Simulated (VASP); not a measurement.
# W (P6_3/mmc) in VASP: a series of runs, part 2 of 2

VASP 6.6.1. Earlier steps stand in the parts before.

## (4) Single point, revPBE (18.65 Å³/atom)

This run uses another cell than the first one, of 18.65 Å³/atom.

Input file INCAR:

```
SYSTEM = W
ALGO = Normal
EDIFF = 1E-6
ENCUT = 520
GGA = RE
ISIF = 2
ISMEAR = -1
LASPH = .True.
LCHARG = .True.
LELF = .True.
LREAL = .False.
LVHAR = .True.
LWAVE = .False.
NBANDS = 36
NELM = 100
PREC = Accurate
SIGMA = 0.1
```

Input file KPOINTS:

```
k-points
0
Gamma
  15 15 4
  0 0 0
```

Input file POSCAR:

```
W
1.0
    2.9013181167      0.0000000000      0.0000000000
   -1.4506590584      2.5126151935      0.0000000000
    0.0000000000      0.0000000000     10.2331534927
W
4
Direct
    0.0000000000      1.0000000000      0.0000000000
    1.0000000000      1.0000000000      0.5000000000
    0.3333333333      0.6666666667      0.2500000000
    0.6666666667      0.3333333333      0.7500000000
```

Potentials or basis: VASP PAW PBE potentials, release 64 (W_sv).

Run with:

```
cat potpaw_PBE.64/W_sv/POTCAR > POTCAR
mpirun -np 1 vasp_std > vasp.out
```

OUTCAR:

```text
SYSTEM = W
   EDIFF = 1E-6
   ENCUT = 520
   GGA = RE
   ISIF = 2
   ISMEAR = -1
   LASPH = .True.
   LREAL = .False.
   NELM = 100
   PREC = Accurate

 ion  position               nearest neighbor table
   1  0.000  0.000  0.000-   3 3.06   4 3.06   4 3.06   3 3.06   4 3.06   3 3.06
   2  0.000  0.000  0.500-   3 3.06   4 3.06   4 3.06   3 3.06   4 3.06   3 3.06
   3  0.333  0.667  0.250-   1 3.06   2 3.06   1 3.06   2 3.06   1 3.06   2 3.06
   4  0.667  0.333  0.750-   1 3.06   2 3.06   1 3.06   2 3.06   1 3.06   2 3.06

  LATTYP: Found a hexagonal cell.
 ALAT       =     2.9013181167
 C/A-ratio  =     3.5270704835

  Lattice vectors:

 A1 = (   2.9013181167,   0.0000000000,   0.0000000000)
 A2 = (  -1.4506590584,   2.5126151935,   0.0000000000)
 A3 = (   0.0000000000,   0.0000000000,  10.2331534927)

Analysis of symmetry for initial positions (statically):
=====================================================================
 Subroutine PRICEL returns:
 Original cell was already a primitive cell.

 Routine SETGRP: Setting up the symmetry group for a
[... 172 lines left out ...]
  energy without entropy =      -47.39658033  energy(sigma->0) =      -47.47166751

 E-fermi :   8.9792     XC(G=0): -12.6870

 val. band max:        8.9728337314   @ k =   0.4667   0.0667   0.2500
 cond. band min:       8.9906170941   @ k =   0.0000   0.0000   0.2500
 fundamental gap:      0.0177833628
 Fermi energy:         8.9791848112

 k-point     1 :       0.0000    0.0000    0.0000
  band No.  band energies     occupation
      1     -65.0673      2.00000
      2     -65.0557      2.00000
      3     -65.0321      2.00000
      4     -65.0205      2.00000
      5     -29.5482      2.00000
      6     -29.2695      2.00000
[... 925 lines left out ...]
     35      12.7883      0.00000
     36      12.9248      0.00000

 [... further k-points ...]

------------------------ aborting loop because EDIFF is reached ----------------------------------------

  FORCE on cell =-STRESS in cart. coord.  units (eV):
  Direction    XX          YY          ZZ          XY          YZ          ZX
  --------------------------------------------------------------------------------------
  -------------------------------------------------------------------------------------
  Total      -11.9993434    -11.9993434    -10.1647901      0.0000000     -0.0000000      0.0000000
  in kB     -257.7135454   -257.7135454   -218.3122865      0.0000000     -0.0000000      0.0000000
  external PRESSURE =    -244.5797924 kB  Pullay stress =       0.0000000 kB

 VOLUME and BASIS-vectors are now :
 -----------------------------------------------------------------------------
  energy-cutoff  :      520.00
  volume of cell :       74.60
      direct lattice vectors                 reciprocal lattice vectors
     2.901318117  0.000000000  0.000000000     0.344670925  0.198995852  0.000000000
    -1.450659058  2.512615193  0.000000000     0.000000000  0.397991703  0.000000000
     0.000000000  0.000000000 10.233153493     0.000000000  0.000000000  0.097721587

 POSITION                                       TOTAL-FORCE (eV/Angst)
 -----------------------------------------------------------------------------------
      0.00000      0.00000      0.00000        -0.000000      0.000000     -0.000000
      0.00000      0.00000      5.11658        -0.000000      0.000000     -0.000000
     -0.00000      1.67508      2.55829         0.000000      0.000000      0.000000
      1.45066      0.83754      7.67487        -0.000000     -0.000000     -0.000000
 -----------------------------------------------------------------------------------
    total drift:                               -0.000000      0.000000     -0.000000

  FREE ENERGIE OF THE ION-ELECTRON SYSTEM (eV)
  ---------------------------------------------------
  free  energy   TOTEN  =       -47.5467546937 eV

  energy  without entropy=      -47.3965803277  energy(sigma->0) =      -47.47166751
```

OSZICAR:

```text
N       E                     dE             d eps       ncg     rms          rms(c)
DAV:   1     0.687145412605E+03    0.68715E+03   -0.31946E+04  5832   0.178E+03
DAV:   2    -0.143554489869E+02   -0.70150E+03   -0.68790E+03  6124   0.560E+02
DAV:   3    -0.492707775362E+02   -0.34915E+02   -0.33471E+02  6964   0.118E+02
DAV:   4    -0.503375575489E+02   -0.10668E+01   -0.10418E+01  7240   0.185E+01
DAV:   5    -0.503541417413E+02   -0.16584E-01   -0.16539E-01  7028   0.253E+00    0.299E+01
DAV:   6    -0.480538703464E+02    0.23003E+01   -0.38502E+00  6432   0.137E+01    0.101E+01
DAV:   7    -0.475658009365E+02    0.48807E+00   -0.16090E+00  6856   0.797E+00    0.135E+00
DAV:   8    -0.475481008506E+02    0.17700E-01   -0.44590E-02  7044   0.151E+00    0.282E-01
DAV:   9    -0.475472254993E+02    0.87535E-03   -0.16269E-02  7248   0.114E+00    0.158E-01
DAV:  10    -0.475467477625E+02    0.47774E-03   -0.30583E-03  7540   0.451E-01    0.570E-02
DAV:  11    -0.475467580799E+02   -0.10317E-04   -0.17615E-04  6592   0.955E-02    0.266E-02
DAV:  12    -0.475467566729E+02    0.14070E-05   -0.66352E-06  7216   0.177E-02    0.911E-03
DAV:  13    -0.475467555085E+02    0.11645E-05   -0.30507E-06  5000   0.158E-02    0.461E-03
DAV:  14    -0.475467546937E+02    0.81471E-06   -0.22255E-07  3396   0.406E-03
   1 F= -.47546755E+02 E0= -.47471668E+02  d E =-.150174E+00
```

stdout:

```text
POSCAR found type information on POSCAR W
 POSCAR found :  1 types and       4 ions
 scaLAPACK will be used
 -----------------------------------------------------------------------------
|                                                                             |
|                                                                             |
|     You enforced a specific xc type in the INCAR file but a different       |
|     I HOPE YOU KNOW WHAT YOU ARE DOING!                                     |
|                                                                             |
 -----------------------------------------------------------------------------

 LDA part: xc-table for (Slater+PW92), standard interpolation
 POSCAR, INCAR and KPOINTS ok, starting setup
 FFT: planning ... GRIDC
 FFT: planning ... GRID_SOFT
 FFT: planning ... GRID
 WAVECAR not read
 entering main loop
```

It took 90 s on 1 thread of Intel Xeon 6975P-C (Granite Rapids), shared host; peak memory 0.3 GiB.

What came out:

```
Free energy            : -47.5468 eV
Pressure               : -24.5 GPa
Band gap on the k mesh : zero (bands 28 and 29 overlap by 1.45 eV)
```

Stress tensor (GPa, compression positive):
```
-25.77   0.00   0.00
  0.00 -25.77   0.00
  0.00   0.00 -21.83
```

Caveat: the cell stands under tension; the PAW data sets were made with another functional, which shifts forces and pressure a little; spin-orbit coupling is left out, which moves the levels of the heavy elements.

## (5) Single point, revPBE

This run uses another cell than the first one, of 16.65 Å³/atom.

Input file INCAR:

```
PREC     = Accurate       # precision mode
ENCUT    = 520            # plane-wave cutoff, eV
EDIFF    = 1E-6           # SCF threshold, eV
ISMEAR   = -1             # smearing method
SIGMA    = 0.1            # smearing width, eV
LREAL    = False          # projectors in reciprocal space
LASPH    = True           # aspherical terms in the spheres
NELM     = 60             # most SCF steps
ALGO     = Normal         # electronic algorithm
ISIF     = 2              # what is computed and relaxed
LWAVE    = False          # write WAVECAR
LCHARG   = False          # write CHGCAR
GGA      = RE             # functional
NBANDS   = 36             # bands
```

Input file KPOINTS:

```
regular mesh
0
Gamma
  17 17 5
```

Input file POSCAR:

```
W
1.0
    2.7937615910      0.0000000000      0.0000000000
   -1.3968807955      2.4194685099      0.0000000000
    0.0000000000      0.0000000000      9.8537940458
W
4
Direct
    0.0000000000      1.0000000000      0.0000000000
    1.0000000000      1.0000000000      0.5000000000
    0.3333333333      0.6666666667      0.2500000000
    0.6666666667      0.3333333333      0.7500000000
```

Run with:

```
cat potpaw_PBE.64/W_sv/POTCAR > POTCAR
mpirun -np 1 vasp_std > vasp.out
```

Run time: 97 s. Hardware: 1 thread of Intel Xeon 6975P-C (Granite Rapids), shared host; peak memory 0.31 GiB.

It converged, with:

- Free energy: -48.2084 eV
- Pressure: 0.4 GPa
- Band gap on the k mesh: zero (bands 28 and 29 overlap by 1.93 eV)

Stress tensor (GPa, compression positive):
```
0.55 0.00 0.00
0.00 0.55 0.00
0.00 0.00 0.10
```

Levels at points of the mesh, in eV from the Fermi level:
| k point | band 26 | band 27 | band 28 | band 29 | band 30 | band 31 |
| --- | --- | --- | --- | --- | --- | --- |
| (0.00, 0.00, 0.00) | -0.41 | -0.41 | -0.26 | -0.15 | -0.15 | 0.03 |

Caveat: the PAW data sets were made with another functional, which shifts forces and pressure a little; spin-orbit coupling is left out, which moves the levels of the heavy elements.

## (6) Summary

| cell | k mesh | gap on the mesh (eV) | pressure (GPa) |
| --- | --- | --- | --- |
| a = 2.831, b = 2.831, c = 9.983 Å, angles 90.0, 90.0, 120.0°, 4 atoms | 15 × 15 × 4 | none | -9.7 |
| a = 2.866, b = 2.866, c = 10.110 Å, angles 90.0, 90.0, 120.0°, 4 atoms | 15 × 15 × 4 | none | -17.8 |
| a = 2.901, b = 2.901, c = 10.233 Å, angles 90.0, 90.0, 120.0°, 4 atoms | 15 × 15 × 4 | none | -24.5 |
| a = 2.794, b = 2.794, c = 9.854 Å, angles 90.0, 90.0, 120.0°, 4 atoms | 17 × 17 × 5 | none | 0.4 |

Alike in all rows: task single point; level revPBE; potentials or basis VASP PAW PBE potentials, release 64 (W_sv); no spin polarisation; cutoff (eV) 520; smearing fermi-dirac 0.1 eV.

Caveats: the PAW data sets were made with another functional, which shifts forces and pressure a little; spin-orbit coupling is left out, which moves the levels of the heavy elements; the cell stands under tension (at least some runs).

Total energies depend on the potentials used, so only differences within one code and one set of settings carry meaning.

The gap in the log of VASP goes by the Fermi energy; the results here count the filled bands.